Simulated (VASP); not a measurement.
# Au in VASP: notebook

The runs below take Au through electric field gradients, with PBE, LDA, PBEsol.

Program: VASP 6.6.1. These are calculated values, not measurements. Logs are shortened: lines on timing, memory, paths and dates and some standing lists are left out, and cuts for length are marked.

### 1 The cell of the first run

The structure is tetragonal, space group I4/mmm (No. 139). Conventional cell: a = 2.878 Å, b = 2.878 Å, c = 4.132 Å, α = 90.00°, β = 90.00°, γ = 90.00°. Within 3.8 Å of Au (site symmetry 4/mmm) lie 12 Au at 2.88 to 2.90 Å.

### 2 Electric field gradients, PBE (z stretched by +1 % at fixed volume)

The input, INCAR:

```
SYSTEM = Au
  PREC = Accurate
  ENCUT = 520
  EDIFF = 1E-8
  ISMEAR = -1
  SIGMA = 0.08
  LREAL = .FALSE.
  LASPH = .TRUE.
  NELM = 60
  ALGO = Normal
  ISIF = 2
  LWAVE = .FALSE.
  LCHARG = .FALSE.
  GGA = PE
  LEFG = .TRUE.
  NBANDS = 12
```

The input, KPOINTS:

```
regular mesh
0
G
  14 14 14
  0 0 0
```

The input, POSCAR:

```
Au
1.0
    0.0000000000      2.0353485725      2.0659550000
    2.0353485725      0.0000000000      2.0659550000
    2.0353485725      2.0353485725      0.0000000000
Au
1
Direct
    0.0000000000      0.0000000000      0.0000000000
```

Potentials or basis: VASP PAW PBE potentials, release 64 (Au).

Run with:

```console
cat potpaw_PBE.64/Au/POTCAR > POTCAR
mpirun -np 1 vasp_std > vasp.out
```

OUTCAR:

```text
SYSTEM = Au
   PREC = Accurate
   ENCUT = 520
   EDIFF = 1E-8
   ISMEAR = -1
   LREAL = .FALSE.
   LASPH = .TRUE.
   NELM = 60
   ISIF = 2
   GGA = PE

 ion  position               nearest neighbor table
   1  0.000  0.000  0.000-

  LATTYP: Found a body centered tetragonal cell.
 ALAT       =     2.8784175554
 C/A-ratio  =     1.4354797108

  Lattice vectors:

 A1 = (  -2.0353485725,   0.0000000000,   2.0659550000)
 A2 = (   2.0353485725,   0.0000000000,   2.0659550000)
 A3 = (   0.0000000000,   2.0353485725,  -2.0659550000)

Analysis of symmetry for initial positions (statically):
=====================================================================
 Subroutine PRICEL returns:
 Original cell was already a primitive cell.

 Routine SETGRP: Setting up the symmetry group for a
 body centered tetragonal supercell.

 Subroutine GETGRP returns: Found 16 space group operations
 (whereof 16 operations were pure point group operations)
 out of a pool of 16 trial point group operations.

The static configuration has the point symmetry D_4h.

Analysis of symmetry for dynamics (positions and initial velocities):
=====================================================================
 Subroutine PRICEL returns:
 Original cell was already a primitive cell.

 Routine SETGRP: Setting up the symmetry group for a
 body centered tetragonal supercell.

 Subroutine GETGRP returns: Found 16 space group operations
 (whereof 16 operations were pure point group operations)
 out of a pool of 16 trial point group operations.

The dynamic configuration has the point symmetry D_4h.

 Subroutine INISYM returns: Found 16 space group operations
 (whereof 16 operations are pure point group operations),
 and found     1 'primitive' translations

----------------------------------------------------------------------------------------

                                     Primitive cell

  volume of cell :      17.1170

  direct lattice vectors                    reciprocal lattice vectors
     0.000000000  2.035348572  2.065955000    -0.245658167  0.245658167  0.242018824
     2.035348572  0.000000000  2.065955000     0.245658167 -0.245658167  0.242018824
     2.035348572  2.035348572  0.000000000     0.245658167  0.245658167 -0.242018824

  length of vectors
     2.900140320  2.900140320  2.878417555     0.423401679  0.423401679  0.423401679

  position of ions in fractional coordinates (direct lattice)
     0.000000000  0.000000000  0.000000000

  ion indices of the primitive-cell ions
   primitive index   ion index
                 1           1

----------------------------------------------------------------------------------------

 KPOINTS: regular mesh

Automatic generation of k-mesh.
 Grid dimensions read from file:
 generate k-points for:   14   14   14

 Generating k-lattice:

  Cartesian coordinates                     Fractional coordinates (reciprocal lattice)
    -0.017547012  0.017547012  0.017287059     0.071428571  0.000000000  0.000000000
     0.017547012 -0.017547012  0.017287059     0.000000000  0.071428571  0.000000000
     0.017547012  0.017547012 -0.017287059    -0.000000000 -0.000000000  0.071428571

  Length of vectors
     0.030242977  0.030242977  0.030242977

  Shift w.r.t. Gamma in fractional coordinates (k-lattice)
     0.000000000  0.000000000  0.000000000

 Subroutine IBZKPT returns following result:
 ===========================================

 Found    244 irreducible k-points:

 Following reciprocal coordinates:
            Coordinates               Weight
  0.000000  0.000000  0.000000      1.000000
  0.071429  0.000000  0.000000      8.000000
  0.142857 -0.000000  0.000000      8.000000
  0.214286 -0.000000  0.000000      8.000000
  0.285714 -0.000000  0.000000      8.000000
  0.357143 -0.000000  0.000000      8.000000
[... 16 lines left out ...]
  0.214286  0.142857  0.000000      8.000000
  0.285714  0.142857  0.000000      8.000000
 [... further k-points ...]
   k-points           NKPTS =    244   k-points in BZ     NKDIM =    244   number of bands    NBANDS=     12
   number of dos      NEDOS =    301   number of ions     NIONS =      1
   total plane-waves  NPLWV =  13824
   dimension x,y,z NGX =    24 NGY =   24 NGZ =   24
   dimension x,y,z NGXF=    48 NGYF=   48 NGZF=   48
   ions per type =               1
   NGX,Y,Z   is equivalent  to a cutoff of  13.76, 13.76, 13.86 a.u.
   NGXF,Y,Z  is equivalent  to a cutoff of  27.52, 27.52, 27.72 a.u.
 SYSTEM =  Au
   PREC   = accura    normal or accurate (medium, high low for compatibility)
   ISTART =      0    job   : 0-new  1-cont  2-samecut
   ICHARG =      2    charge: 1-file 2-atom 10-const
   ISPIN  =      1    spin polarized calculation?
   LNONCOLLINEAR =      F non collinear calculations
   LSORBIT =      F    spin-orbit coupling
   LASPH  =      T    aspherical Exc in radial PAW
   ENCUT  =  520.0 eV  38.22 Ry    6.18 a.u.   5.39  5.39  5.35*2*pi/ulx,y,z
   NELM   =     60;   NELMIN=  2; NELMDL= -5     # of ELM steps
   EDIFF  = 0.1E-07   stopping-criterion for ELM
   LREAL  =      F    real-space projection
   EDIFFG = 0.1E-06   stopping-criterion for IOM
   NSW    =      0    number of steps for IOM
   IBRION =     -1    ionic relax: 0-MD 1-quasi-New 2-CG
   NFREE  =      0    steps in history (QN), initial steepest desc. (CG)
   ISIF   =      2    stress and relaxation
   ISYM   =      2    0-nonsym 1-usesym 2-fastsym
   POTIM  = 0.5000    time-step for ionic-motion
   TEBEG  =    0.0;   TEEND  =   0.0 temperature during run
   PSTRESS=    0.0 pullay stress
   NELECT =      11.0000    total number of electrons
   NUPDOWN=      -1.0000    fix difference up-down
   EMIN   =  10.00;   EMAX   =-10.00  energy-range for DOS
   EFERMI =   0.00;   METHOD = LEGACY
   ISMEAR =    -1;   SIGMA  =   0.08  broadening in eV -4-tet -1-fermi 0-gaus
   EFERMI_NEDOS =   21; number of points for ismear=-14 and -15
   IALGO  =     38    algorithm
   IMIX   =      4    mixing-type and parameters
     AMIX     =   0.40;   BMIX     =  1.00
     AMIX_MAG =   1.60;   BMIX_MAG =  1.00
  volume/ion in A,a.u.               =      17.12       115.51
  Fermi-wavevector in a.u.,A,eV,Ry     =   1.412742  2.669696 27.155058  1.995840
  Thomas-Fermi vector in A             =   2.534459
   LORBIT       =      0    0 simple, 1 ext, 2 COOP (PROOUT), +10 PAW based schemes
   GGA     = PE    functional components
   LHFCALC =     F    Hartree Fock is set to
   AEXX    =    0.0000 exact exchange contribution
   IVDW    =     0    specifies the selected vdW correction
   LEPSILON=     F    determine dielectric tensor
   LRPA    =     F    only Hartree local field effects (RPA)
 non-spin polarized calculation
  energy-cutoff  :      520.00
  volume of cell :       17.12
 maximum number of plane-waves:       477
 NGX is ok and might be reduce to    24
   NGX = 11   NGY = 11   NGZ = 11

 number of electron      11.0000000 magnetization

 Free energy of the ion-electron system (eV)
  ---------------------------------------------------
  ext. energy  EPLUGINS =         0.00000000
  ---------------------------------------------------
  free energy    TOTEN  =        -3.20232129 eV

  energy without entropy =       -3.19557984  energy(sigma->0) =       -3.19895057

 E-fermi :   9.3648     XC(G=0): -12.6913

 val. band max:        9.3621863505   @ k =   0.5000   0.3571   0.1429
 cond. band min:       9.3969262303   @ k =   0.5000   0.1429   0.3571
 fundamental gap:      0.0347398797
 Fermi energy:         9.3648188971

 k-point     1 :       0.0000    0.0000    0.0000
  band No.  band energies     occupation
      1      -0.4086      2.00000
      2       4.6411      2.00000
      3       4.7751      2.00000
      4       4.7751      2.00000
      5       6.1595      2.00000
      6       6.3040      2.00000
      7      23.9320      0.00000
      8      27.7378      0.00000
      9      27.9884      0.00000
     10      27.9884      0.00000
     11      32.7972      0.00000
     12      37.2854      0.00000

 k-point     2 :       0.0714    0.0000    0.0000
  band No.  band energies     occupation
      1      -0.2315      2.00000
      2       4.6401      2.00000
      3       4.7792      2.00000
      4       4.8352      2.00000
      5       6.1361      2.00000
      6       6.2740      2.00000
      7      24.1358      0.00000
      8      26.8022      0.00000
      9      28.0345      0.00000
     10      28.1975      0.00000
     11      33.6025      0.00000
     12      35.6201      0.00000
[... 316 lines left out ...]
 k-point    24 :       0.2857    0.1429    0.0000
  band No.  band energies     occupation
      1       1.7789      2.00000
      2       3.9794      2.00000
      3       4.9704      2.00000
      4       5.4684      2.00000
      5       6.2809      2.00000
      6       6.8169      2.00000
      7      21.4395      0.00000
      8      25.4860      0.00000
      9      25.8166      0.00000
     10      27.4736      0.00000
     11      30.4613      0.00000
     12      33.9049      0.00000

 [... further k-points ...]
[... 5 lines left out ...]
  --------------------------------------------------------------------------------------
  -------------------------------------------------------------------------------------
  Total        0.8169587      0.8169587      0.7789002      0.0000000      0.0000000     -0.0000000
  in kB       76.4684438     76.4684438     72.9061134      0.0000000      0.0000000     -0.0000000
  external PRESSURE =      75.2810003 kB  Pullay stress =       0.0000000 kB

 VOLUME and BASIS-vectors are now :
 -----------------------------------------------------------------------------
  energy-cutoff  :      520.00
  volume of cell :       17.12
      direct lattice vectors                 reciprocal lattice vectors
     0.000000000  2.035348572  2.065955000    -0.245658167  0.245658167  0.242018824
     2.035348572  0.000000000  2.065955000     0.245658167 -0.245658167  0.242018824
     2.035348572  2.035348572  0.000000000     0.245658167  0.245658167 -0.242018824

 POSITION                                       TOTAL-FORCE (eV/Angst)
 -----------------------------------------------------------------------------------
      0.00000      0.00000      0.00000         0.000000      0.000000     -0.000000
 -----------------------------------------------------------------------------------
    total drift:                               -0.000000     -0.000000     -0.000000

  FREE ENERGIE OF THE ION-ELECTRON SYSTEM (eV)
  ---------------------------------------------------
  free  energy   TOTEN  =        -3.2023212945 eV

  energy  without entropy=       -3.1955798395  energy(sigma->0) =       -3.19895057

 Electric field gradients (V/A^2)
---------------------------------------------------------------------
 ion       V_xx      V_yy      V_zz      V_xy      V_xz      V_yz
---------------------------------------------------------------------
   1      -1.893    -1.893     3.785     0.000    -0.000    -0.000
---------------------------------------------------------------------

 Electric field gradients after diagonalization (V/A^2)
 (convention: |V_zz| > |V_xx| > |V_yy|)
----------------------------------------------------------------------
 ion       V_xx      V_yy      V_zz     asymmetry (V_yy - V_xx)/ V_zz
----------------------------------------------------------------------
   1      -1.893    -1.893     3.785       0.000
----------------------------------------------------------------------

           NMR quadrupolar parameters

 Cq : quadrupolar parameter    Cq=e*Q*V_zz/h
 eta: asymmetry parameters     (V_yy - V_xx)/ V_zz
 Q  : nuclear electric quadrupole moment in mb (millibarn)
----------------------------------------------------------------------
 ion       Cq(MHz)       eta       Q (mb)
----------------------------------------------------------------------
   1       0.009       0.000       1.000
----------------------------------------------------------------------
```

It took 20 s on 1 thread of Intel Xeon Platinum 8488C (Sapphire Rapids), shared host; peak memory 0.18 GiB.

Results:

```yaml
Free_energy: -3.2023 eV
Pressure: 7.5 GPa
```

Stress tensor (GPa, compression positive):
```
7.65 0.00 0.00
0.00 7.65 0.00
0.00 0.00 7.29
```

Levels at points of the mesh, in eV from the Fermi level:
```tsv
k point	band 4	band 5	band 6	band 7	band 8	band 9
(0.00, 0.00, 0.00)	-4.59	-3.21	-3.06	14.57	18.37	18.62
(0.50, 0.00, 0.00)	-1.97	-1.91	-0.90	3.08	14.00	16.99
(0.50, 0.50, 0.00)	-1.63	-1.63	0.90	5.54	10.21	10.21
(0.50, 0.00, 0.50)	-1.67	-1.57	1.16	5.89	9.93	9.96
```

Electric field gradients, principal values (V/Å²):
```
atom   least  middle  greatest (by size)
1 Au  -1.893  -1.893               3.785
```

Caveat: without QUAD_EFG the Cq values of the log hold for a quadrupole moment of 1 mb, not for the nuclei; spin-orbit coupling is left out, which moves the levels of the heavy elements.

### 3 Electric field gradients, LDA

The input, INCAR:

```
ALGO = Normal ; EDIFF = 1E-8
ENCUT = 520 ; ISIF = 2
ISMEAR = -1 ; LASPH = T
LCHARG = F ; LEFG = T
LREAL = F ; LWAVE = F
NBANDS = 12 ; NELM = 80
PREC = Accurate ; SIGMA = 0.08
```

The input, KPOINTS:

```
k-points
0
Gamma
  14 14 14
```

The input, POSCAR:

```
Au
1.0
    0.0000000000      2.0455000000      2.0455000000
    2.0455000000      0.0000000000      2.0455000000
    2.0455000000      2.0455000000      0.0000000000
Au
1
Direct
    0.0000000000      0.0000000000      0.0000000000
```

Potentials or basis: VASP PAW LDA potentials, release 64 (Au).

Run with:

```console
cat potpaw_LDA.64/Au/POTCAR > POTCAR
mpirun -np 1 vasp_std > vasp.out
```

OUTCAR:

```text
EDIFF = 1E-8
   ENCUT = 520
   ISIF = 2
   ISMEAR = -1
   LASPH = T
   LREAL = F
   NELM = 80
   PREC = Accurate

 ion  position               nearest neighbor table
   1  0.000  0.000  0.000-

  LATTYP: Found a face centered cubic cell.
 ALAT       =     4.0910000000

  Lattice vectors:

 A1 = (   0.0000000000,   2.0455000000,   2.0455000000)
 A2 = (   2.0455000000,   0.0000000000,   2.0455000000)
 A3 = (   2.0455000000,   2.0455000000,   0.0000000000)

Analysis of symmetry for initial positions (statically):
[... 563 lines left out ...]
    total drift:                               -0.000000      0.000000     -0.000000

  FREE ENERGIE OF THE ION-ELECTRON SYSTEM (eV)
  ---------------------------------------------------
  free  energy   TOTEN  =        -4.4379888391 eV

  energy  without entropy=       -4.4312047018  energy(sigma->0) =       -4.43459677

 Electric field gradients (V/A^2)
---------------------------------------------------------------------
 ion       V_xx      V_yy      V_zz      V_xy      V_xz      V_yz
---------------------------------------------------------------------
   1      -0.000     0.000     0.000    -0.000    -0.000    -0.000
---------------------------------------------------------------------

 Electric field gradients after diagonalization (V/A^2)
 (convention: |V_zz| > |V_xx| > |V_yy|)
----------------------------------------------------------------------
 ion       V_xx      V_yy      V_zz     asymmetry (V_yy - V_xx)/ V_zz
----------------------------------------------------------------------
   1       0.000     0.000    -0.000       0.000
----------------------------------------------------------------------

           NMR quadrupolar parameters

 Cq : quadrupolar parameter    Cq=e*Q*V_zz/h
 eta: asymmetry parameters     (V_yy - V_xx)/ V_zz
 Q  : nuclear electric quadrupole moment in mb (millibarn)
----------------------------------------------------------------------
 ion       Cq(MHz)       eta       Q (mb)
----------------------------------------------------------------------
   1      -0.000       0.000       1.000
----------------------------------------------------------------------
```

OSZICAR:

```text
N       E                     dE             d eps       ncg     rms          rms(c)
DAV:   1     0.488591790992E+02    0.48859E+02   -0.56361E+03  2584   0.822E+02
DAV:   2    -0.404696378038E+01   -0.52906E+02   -0.49793E+02  2968   0.188E+02
DAV:   3    -0.476488975969E+01   -0.71793E+00   -0.71720E+00  2992   0.212E+01
DAV:   4    -0.476723003671E+01   -0.23403E-02   -0.23402E-02  2996   0.140E+00
DAV:   5    -0.476724682795E+01   -0.16791E-04   -0.16791E-04  3068   0.114E-01    0.950E+00
DAV:   6    -0.446323234534E+01    0.30401E+00   -0.84383E-01  2728   0.727E+00    0.590E+00
DAV:   7    -0.444130741887E+01    0.21925E-01   -0.63404E-02  2960   0.196E+00    0.284E+00
DAV:   8    -0.443799334411E+01    0.33141E-02   -0.17202E-03  2796   0.421E-01    0.271E-01
DAV:   9    -0.443798845300E+01    0.48911E-05   -0.86997E-06  2976   0.274E-02    0.130E-02
DAV:  10    -0.443798883979E+01   -0.38679E-06   -0.94526E-07  3012   0.710E-03    0.754E-04
DAV:  11    -0.443798883913E+01    0.66564E-09   -0.37071E-08  3004   0.157E-03
   1 F= -.44379888E+01 E0= -.44345968E+01  d E =-.678414E-02
```

Wall time 18 s (1 thread of Intel Xeon 8259CL, shared host); peak memory 0.14 GiB.

Results:

* Free energy: -4.4380 eV
* Pressure: -5.2 GPa

Caveat: without QUAD_EFG the Cq values of the log hold for a quadrupole moment of 1 mb, not for the nuclei; spin-orbit coupling is left out, which moves the levels of the heavy elements.

(Continued in part 2 of 2.)
